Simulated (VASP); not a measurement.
Here is a VASP 6.6.1 calculation.

The input INCAR:

```
SYSTEM = Si16N
  PREC = Accurate
  ENCUT = 520
  EDIFF = 1E-6
  ISMEAR = 0
  SIGMA = 0.02
  LREAL = Auto
  LASPH = .True.
  NELM = 150
  ALGO = Normal
  ISIF = 2
  LWAVE = .False.
  LCHARG = .False.
  ISPIN = 2
  MAGMOM = 0 0 0 0 0 0 0 0 0 0 0 0 0 0 0 0 0
  LORBIT = 11
  GGA = PS
  NBANDS = 52
```

KPOINTS

```
regular mesh
0
Gamma
  2 2 2
  0 0 0
```

The input POSCAR:

```
Si16N
1.0
    0.0000000000      5.4300000000      5.4300000000
    5.4300000000      0.0000000000      5.4300000000
    5.4300000000      5.4300000000      0.0000000000
Si N
16 1
Direct
   -0.0064255985     -0.0007079190     -0.0376528545
    0.1442223757      0.0800956722      0.1012229282
    0.0108935543      0.0021456722      0.4745178637
    0.1302379374      0.1435751381      0.5880375691
    0.0518055249      0.4511872928     -0.0117384899
    0.1208953959      0.6634340700      0.1809318600
   -0.0231320442      0.5114872928      0.5454219153
    0.1457638122      0.6285361878      0.6245755985
    0.5184747698     -0.0305860037     -0.0135278085
    0.6247038674      0.1097418048      0.1147651934
    0.5034566298      0.0048142726      0.4871671271
    0.6366980663      0.1203529466      0.6125030387
    0.4794293738      0.4806971455      0.0079525783
    0.6675201657      0.5924406077      0.1084579190
    0.5193953959      0.4959697974      0.4832440147
    0.6056903315      0.6315547882      0.6346833333
    0.1990703499      0.4537885820      1.1018173112
```

Potentials or basis: VASP PAW PBE potentials, release 64 (Si, N).

Launch:

```sh
$ cat potpaw_PBE.64/Si/POTCAR potpaw_PBE.64/N/POTCAR > POTCAR
$ mpirun -np 1 vasp_std > vasp.out
```

Question: Estimate the largest force.

Answer: 0.543 eV/Å.

Question: What does it give for the net moment?

Answer: 0.00 μB per cell.

Question: What does it give for the pressure?

Answer: 1.2 GPa.

Stress tensor (GPa, compression positive):
```
 2.86  0.63  0.02
 0.63  1.22 -0.68
 0.02 -0.68 -0.37
```

Caveat: the k points lie up to 0.50 Å⁻¹ apart; the PAW data sets were made with another functional, which shifts forces and pressure a little.
